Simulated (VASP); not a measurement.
Wanted: the native input for a VASP 6.6.1 run.

```yaml
Task: relaxation of cell and atoms
Functional: PBE
Potentials_or_basis: VASP PAW PBE potentials, release 64 (Li_sv, Sn_d, F)
Cutoff: 600 eV
k_mesh: 4 × 4 × 4
Occupations: gaussian, width 0.1 eV
Spin: no spin polarisation
Dipole_correction: no
Further_INCAR_settings: ALGO = Normal; EDIFF = 1e-06; IBRION = 2; EDIFFG = -0.04; NSW = 90; ISIF = 3
```

The structure of LiSnF4 lies in POSCAR:

```
LiSnF4
1.0
    4.0500000000      0.0000000000      0.0000000000
    0.0000000000      4.0500000000      0.0000000000
    0.0000000000      0.0000000000      5.9588198600
Li Sn F
1 1 4
Direct
    0.5000000000      0.5000000000      0.5000000000
    0.0000000000      0.0000000000      0.0000000000
    0.0000000000      0.0000000000      0.3153996900
    0.0000000000      0.0000000000      0.6846003100
    0.0000000000      0.5000000000      0.0000000000
    0.5000000000      0.0000000000      0.0000000000
```

One way to write it, as run:

INCAR

```
  PREC = Accurate
  ENCUT = 600
  EDIFF = 1E-6
  ISMEAR = 0
  SIGMA = 0.1
  LREAL = False
  LASPH = True
  NELM = 60
  ALGO = Normal
  ISIF = 3
  LWAVE = False
  LCHARG = False
  GGA = PE
  IBRION = 2
  NSW = 90
  EDIFFG = -0.04
```

KPOINTS

```
Automatic mesh
0
Gamma
  4 4 4
```

Potentials or basis: VASP PAW PBE potentials, release 64 (Li_sv, Sn_d, F).

Launch:

```console
$ cat potpaw_PBE.64/Li_sv/POTCAR potpaw_PBE.64/Sn_d/POTCAR potpaw_PBE.64/F/POTCAR > POTCAR
$ mpirun -np 1 vasp_std > vasp.out
```

Results of the run:

The relaxed volume is 20.60 Å³/atom. The relaxed cell is a = 4.266 Å, b = 4.266 Å, c = 6.789 Å, α = 90.00°, β = 90.00°, γ = 90.00°. The space group after relaxing (to 0.05 Å) is P4/mmm (No. 123) and the energy gained by relaxing is 230.4 meV/atom. The ionic steps are 8, the pressure after relaxing is 0.1 GPa and the largest force after relaxing is 0.039 eV/Å.

Caveat: the k points lie up to 0.37 Å⁻¹ apart in the final cell; the cutoff is under 1.25 times the usual one of these potentials, so pressure, stress and relaxed cells hold a basis-set (Pulay) error; the volume moved by over 15 % at a fixed basis, so the end points are rough; an odd number of electrons without spin polarisation forces a metal; a magnetic or distorted state may lie lower.

It took 3.8 min on 1 thread of Intel Xeon 6975P-C (shared host), peak memory 0.25 GiB.
